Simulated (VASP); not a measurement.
# Sb in VASP: single point with PBEsol

Aim: the single point of Sb with PBEsol.

All numbers are computed with VASP 6.6.1; they aren't measurements. Logs are shortened: lines on timing, memory, paths and dates and some standing lists are left out, and cuts for length are marked.

## Step 1: The cell of the first run

The cell holds a slab with vacuum, 7 atoms: a = 3.369 Å, b = 3.369 Å, c = 30.990 Å, α = 90.00°, β = 90.00°, γ = 120.00°.

## Step 2: Single point, PBEsol

Input file INCAR:

```
PREC = Accurate
ENCUT = 520
EDIFF = 1E-7
ISMEAR = -1
SIGMA = 0.05
LREAL = False
LASPH = True
NELM = 100
ALGO = Normal
ISIF = 2
LWAVE = False
LCHARG = True
LDIPOL = True
IDIPOL = 3
DIPOL = 0.5 0.5 0.500
GGA = PS
LELF = True
LVHAR = True
LVACPOTAV = True
NBANDS = 26
```

Input file KPOINTS:

```
regular mesh
0
Gamma
  9 9 1
```

Input file POSCAR:

```
Sb
1.0
    3.3690001795      0.0000000000      0.0000000000
   -1.6845000897      2.9176397408      0.0000000000
    0.0000000000      0.0000000000     30.9900000000
Sb
7
Direct
    0.6666666667      0.3333333334      0.2420135528
    0.3333333333      0.6666666666      0.3280090352
    0.6666666667      0.3333333334      0.4140045176
    0.3333333333      0.6666666666      0.5000000000
    0.6666666667      0.3333333334      0.5859954824
    0.3333333333      0.6666666666      0.6719909648
    0.6666666667      0.3333333334      0.7579864472
```

Potentials or basis: VASP PAW PBE potentials, release 64 (Sb).

Launch:

```console
$ cat potpaw_PBE.64/Sb/POTCAR > POTCAR
$ mpirun -np 1 vasp_std > vasp.out
```

OUTCAR:

```text
PREC = Accurate
   ENCUT = 520
   EDIFF = 1E-7
   ISMEAR = -1
   LREAL = False
   LASPH = True
   NELM = 100
   ISIF = 2
   GGA = PS

 ion  position               nearest neighbor table
   1  0.667  0.333  0.242-   2 3.30   2 3.30   2 3.30
   2  0.333  0.667  0.328-   1 3.30   3 3.30   1 3.30   3 3.30   1 3.30   3 3.30
   3  0.667  0.333  0.414-   2 3.30   4 3.30   2 3.30   4 3.30   2 3.30   4 3.30
   4  0.333  0.667  0.500-   3 3.30   5 3.30   3 3.30   5 3.30   3 3.30   5 3.30
   5  0.667  0.333  0.586-   4 3.30   6 3.30   4 3.30   6 3.30   4 3.30   6 3.30
   6  0.333  0.667  0.672-   7 3.30   5 3.30   7 3.30   5 3.30   7 3.30   5 3.30
   7  0.667  0.333  0.758-   6 3.30   6 3.30   6 3.30

  LATTYP: Found a hexagonal cell.
 ALAT       =     3.3690001795
 C/A-ratio  =     9.1985747548

  Lattice vectors:

 A1 = (   3.3690001795,   0.0000000000,   0.0000000000)
 A2 = (  -1.6845000897,   2.9176397408,   0.0000000000)
 A3 = (   0.0000000000,   0.0000000000,  30.9900000000)

Analysis of symmetry for initial positions (statically):
=====================================================================
 Subroutine PRICEL returns:
 Original cell was already a primitive cell.

 Routine SETGRP: Setting up the symmetry group for a
 hexagonal supercell.

 Subroutine GETGRP returns: Found 12 space group operations
 (whereof 12 operations were pure point group operations)
 out of a pool of 24 trial point group operations.

The static configuration has the point symmetry D_3h.

Analysis of symmetry for dynamics (positions and initial velocities):
=====================================================================
 Subroutine PRICEL returns:
 Original cell was already a primitive cell.

 Routine SETGRP: Setting up the symmetry group for a
 hexagonal supercell.

 Subroutine GETGRP returns: Found 12 space group operations
 (whereof 12 operations were pure point group operations)
 out of a pool of 24 trial point group operations.

The dynamic configuration has the point symmetry D_3h.

 Subroutine INISYM returns: Found 12 space group operations
 (whereof 12 operations are pure point group operations),
 and found     1 'primitive' translations

----------------------------------------------------------------------------------------

                                     Primitive cell

  volume of cell :     304.6171

  direct lattice vectors                    reciprocal lattice vectors
     3.369000179  0.000000000  0.000000000     0.296823968  0.171371398  0.000000000
    -1.684500090  2.917639741  0.000000000     0.000000000  0.342742795  0.000000000
     0.000000000  0.000000000 30.990000000     0.000000000  0.000000000  0.032268474

  length of vectors
     3.369000179  3.369000179 30.990000000     0.342742795  0.342742795  0.032268474

  position of ions in fractional coordinates (direct lattice)
     0.666666667  0.333333333  0.242013553
     0.333333333  0.666666667  0.328009035
     0.666666667  0.333333333  0.414004518
     0.333333333  0.666666667  0.500000000
     0.666666667  0.333333333  0.585995482
     0.333333333  0.666666667  0.671990965
     0.666666667  0.333333333  0.757986447

  ion indices of the primitive-cell ions
   primitive index   ion index
                 1           1
                 2           2
                 3           3
                 4           4
                 5           5
                 6           6
                 7           7

----------------------------------------------------------------------------------------

 KPOINTS: regular mesh

Automatic generation of k-mesh.
 Grid dimensions read from file:
 generate k-points for:    9    9    1

 Generating k-lattice:

  Cartesian coordinates                     Fractional coordinates (reciprocal lattice)
     0.032980441  0.019041266  0.000000000     0.111111111  0.000000000  0.000000000
     0.000000000  0.038082533  0.000000000     0.000000000  0.111111111  0.000000000
     0.000000000  0.000000000  0.032268474     0.000000000  0.000000000  1.000000000

  Length of vectors
     0.038082533  0.038082533  0.032268474

  Shift w.r.t. Gamma in fractional coordinates (k-lattice)
     0.000000000  0.000000000  0.000000000

 Subroutine IBZKPT returns following result:
 ===========================================

 Found     12 irreducible k-points:

 Following reciprocal coordinates:
            Coordinates               Weight
  0.000000  0.000000  0.000000      1.000000
  0.111111  0.000000  0.000000      6.000000
  0.222222  0.000000  0.000000      6.000000
  0.333333  0.000000  0.000000      6.000000
  0.444444  0.000000  0.000000      6.000000
  0.111111  0.111111  0.000000      6.000000
  0.222222  0.111111  0.000000     12.000000
  0.333333  0.111111  0.000000     12.000000
  0.444444  0.111111  0.000000      6.000000
  0.222222  0.222222  0.000000      6.000000
  0.333333  0.222222  0.000000     12.000000
  0.333333  0.333333  0.000000      2.000000
   k-points           NKPTS =     12   k-points in BZ     NKDIM =     12   number of bands    NBANDS=     26
   number of dos      NEDOS =    301   number of ions     NIONS =      7
   total plane-waves  NPLWV = 188160
   dimension x,y,z NGX =    28 NGY =   28 NGZ =  240
   dimension x,y,z NGXF=    56 NGYF=   56 NGZF=  480
   ions per type =               7
   NGX,Y,Z   is equivalent  to a cutoff of  13.82, 13.82, 12.87 a.u.
   NGXF,Y,Z  is equivalent  to a cutoff of  27.63, 27.63, 25.75 a.u.
 SYSTEM =  unknown system
   PREC   = accura    normal or accurate (medium, high low for compatibility)
   ISTART =      0    job   : 0-new  1-cont  2-samecut
   ICHARG =      2    charge: 1-file 2-atom 10-const
   ISPIN  =      1    spin polarized calculation?
   LNONCOLLINEAR =      F non collinear calculations
   LSORBIT =      F    spin-orbit coupling
   LASPH  =      T    aspherical Exc in radial PAW
   ENCUT  =  520.0 eV  38.22 Ry    6.18 a.u.   6.26  6.26 57.62*2*pi/ulx,y,z
   NELM   =    100;   NELMIN=  2; NELMDL= -5     # of ELM steps
   EDIFF  = 0.1E-06   stopping-criterion for ELM
   LREAL  =      F    real-space projection
   EDIFFG = 0.1E-05   stopping-criterion for IOM
   NSW    =      0    number of steps for IOM
   IBRION =     -1    ionic relax: 0-MD 1-quasi-New 2-CG
   NFREE  =      0    steps in history (QN), initial steepest desc. (CG)
   ISIF   =      2    stress and relaxation
   ISYM   =      2    0-nonsym 1-usesym 2-fastsym
   POTIM  = 0.5000    time-step for ionic-motion
   TEBEG  =    0.0;   TEEND  =   0.0 temperature during run
   PSTRESS=    0.0 pullay stress
   NELECT =      35.0000    total number of electrons
   NUPDOWN=      -1.0000    fix difference up-down
   EMIN   =  10.00;   EMAX   =-10.00  energy-range for DOS
   EFERMI =   0.00;   METHOD = LEGACY
   ISMEAR =    -1;   SIGMA  =   0.05  broadening in eV -4-tet -1-fermi 0-gaus
   EFERMI_NEDOS =   21; number of points for ismear=-14 and -15
   IALGO  =     38    algorithm
   IMIX   =      4    mixing-type and parameters
     AMIX     =   0.40;   BMIX     =  1.00
     AMIX_MAG =   1.60;   BMIX_MAG =  1.00
  volume/ion in A,a.u.               =      43.52       293.67
  Fermi-wavevector in a.u.,A,eV,Ry     =   0.795877  1.503990  8.618210  0.633421
  Thomas-Fermi vector in A             =   1.902291
   LORBIT       =      0    0 simple, 1 ext, 2 COOP (PROOUT), +10 PAW based schemes
   GGA     = PS    functional components
   LHFCALC =     F    Hartree Fock is set to
   AEXX    =    0.0000 exact exchange contribution
   IVDW    =     0    specifies the selected vdW correction
   LEPSILON=     F    determine dielectric tensor
   LRPA    =     F    only Hartree local field effects (RPA)
 non-spin polarized calculation
  energy-cutoff  :      520.00
  volume of cell :      304.62
 maximum number of plane-waves:      8251
 NGX is ok and might be reduce to    28
   NGX = 13   NGY = 13   NGZ =115

 dipolmoment           0.000000      0.000000     -0.000000 electrons x Angstroem

 number of electron      35.0000000 magnetization

 dipolmoment           0.000000      0.000000      0.000000 electrons x Angstroem

 Free energy of the ion-electron system (eV)
  ---------------------------------------------------
  ext. energy  EPLUGINS =         0.00000000
  ---------------------------------------------------
  free energy    TOTEN  =       -29.91511802 eV

  energy without entropy =      -29.88476648  energy(sigma->0) =      -29.89994225

 E-fermi :   3.5878     XC(G=0):  -6.7916

 val. band max:        3.5738991656   @ k =   0.4444   0.1111   0.0000
 cond. band min:       3.5997007178   @ k =   0.3333   0.1111   0.0000
 fundamental gap:      0.0258015522
 Fermi energy:         3.5878130292

 k-point     1 :       0.0000    0.0000    0.0000
  band No.  band energies     occupation
      1      -9.4921      2.00000
      2      -9.1922      2.00000
      3      -8.7086      2.00000
      4      -8.0444      2.00000
      5      -7.2680      2.00000
      6      -6.4009      2.00000
[... 18 lines left out ...]
     25       8.3391      0.00000
     26       8.6072      0.00000

 k-point     2 :       0.1111    0.0000    0.0000
  band No.  band energies     occupation
      1      -9.2751      2.00000
      2      -8.9758      2.00000
      3      -8.4936      2.00000
      4      -7.8316      2.00000
      5      -7.0596      2.00000
      6      -6.1999      2.00000
[... 18 lines left out ...]
     25       7.7052      0.00000
     26       7.8508      0.00000

 k-point     3 :       0.2222    0.0000    0.0000
  band No.  band energies     occupation
      1      -8.6297      2.00000
      2      -8.3329      2.00000
      3      -7.8558      2.00000
      4      -7.2027      2.00000
      5      -6.4472      2.00000
      6      -5.6163      2.00000
[... 224 lines left out ...]
 k-point    11 :       0.3333    0.2222    0.0000
  band No.  band energies     occupation
      1      -5.7257      2.00000
      2      -5.4786      2.00000
      3      -5.1091      2.00000
      4      -4.6597      2.00000
      5      -4.3069      2.00000
      6      -4.1018      2.00000
[... 18 lines left out ...]
     25       4.9088      0.00000
     26       5.3025      0.00000

 k-point    12 :       0.3333    0.3333    0.0000
  band No.  band energies     occupation
      1      -4.7225      2.00000
      2      -4.6795      2.00000
      3      -4.5893      2.00000
      4      -4.5117      2.00000
      5      -4.4588      2.00000
      6      -4.1677      2.00000
[... 18 lines left out ...]
     25       4.8487      0.00000
     26       5.4119      0.00000

------------------------ aborting loop because EDIFF is reached ----------------------------------------

  FORCE on cell =-STRESS in cart. coord.  units (eV):
  Direction    XX          YY          ZZ          XY          YZ          ZX
  --------------------------------------------------------------------------------------
  -------------------------------------------------------------------------------------
  Total       -1.5809001     -1.5809001     -2.5510789     -0.0000000      0.0000000      0.0000000
  in kB       -8.3149711     -8.3149711    -13.4177655     -0.0000000      0.0000000      0.0000000
  external PRESSURE =     -10.0159026 kB  Pullay stress =       0.0000000 kB

 VOLUME and BASIS-vectors are now :
 -----------------------------------------------------------------------------
  energy-cutoff  :      520.00
  volume of cell :      304.62
      direct lattice vectors                 reciprocal lattice vectors
     3.369000179  0.000000000  0.000000000     0.296823968  0.171371398  0.000000000
    -1.684500090  2.917639741  0.000000000     0.000000000  0.342742795  0.000000000
     0.000000000  0.000000000 30.990000000     0.000000000  0.000000000  0.032268474

 POSITION                                       TOTAL-FORCE (eV/Angst)
 -----------------------------------------------------------------------------------
      1.68450      0.97255      7.50000        -0.000000      0.000000      0.364194
      0.00000      1.94509     10.16500         0.000000     -0.000000     -0.357308
      1.68450      0.97255     12.83000        -0.000000      0.000000      0.101132
      0.00000      1.94509     15.49500         0.000000      0.000000     -0.000000
      1.68450      0.97255     18.16000        -0.000000      0.000000     -0.101132
      0.00000      1.94509     20.82500         0.000000      0.000000      0.357308
      1.68450      0.97255     23.49000        -0.000000      0.000000     -0.364194
 -----------------------------------------------------------------------------------
    total drift:                                0.000000     -0.000000      0.000000

  FREE ENERGIE OF THE ION-ELECTRON SYSTEM (eV)
  ---------------------------------------------------
  free  energy   TOTEN  =       -29.9151180227 eV

  energy  without entropy=      -29.8847664846  energy(sigma->0) =      -29.89994225

 vacuum level on the upper side and lower side of the slab         7.808         7.808
```

Run time: 2.2 min. Hardware: 1 thread of Intel Xeon 6975P-C (Granite Rapids), shared host; peak memory 0.46 GiB.

What came out:

```
Free energy   : -29.9151 eV
Largest force : 0.364 eV/Å
```

Forces on the atoms (eV/Å):
```
Sb   0.000  0.000  0.364
Sb   0.000  0.000 -0.357
Sb   0.000  0.000  0.101
Sb   0.000  0.000  0.000
Sb   0.000  0.000 -0.101
Sb   0.000  0.000  0.357
Sb   0.000  0.000 -0.364
```

Levels at points of the mesh, in eV from the Fermi level:
| k point | band 13 | band 14 | band 15 | band 16 | band 17 | band 18 | band 19 | band 20 | band 21 | band 22 |
| --- | --- | --- | --- | --- | --- | --- | --- | --- | --- | --- |
| (0.00, 0.00, 0.00) | 2.58 | 3.40 | 3.40 | 3.63 | 3.63 | 3.86 | 3.97 | 3.97 | 4.05 | 4.39 |

Caveat: the PAW data sets were made with another functional, which shifts forces and pressure a little; spin-orbit coupling is left out, which moves the levels of the heavy elements.
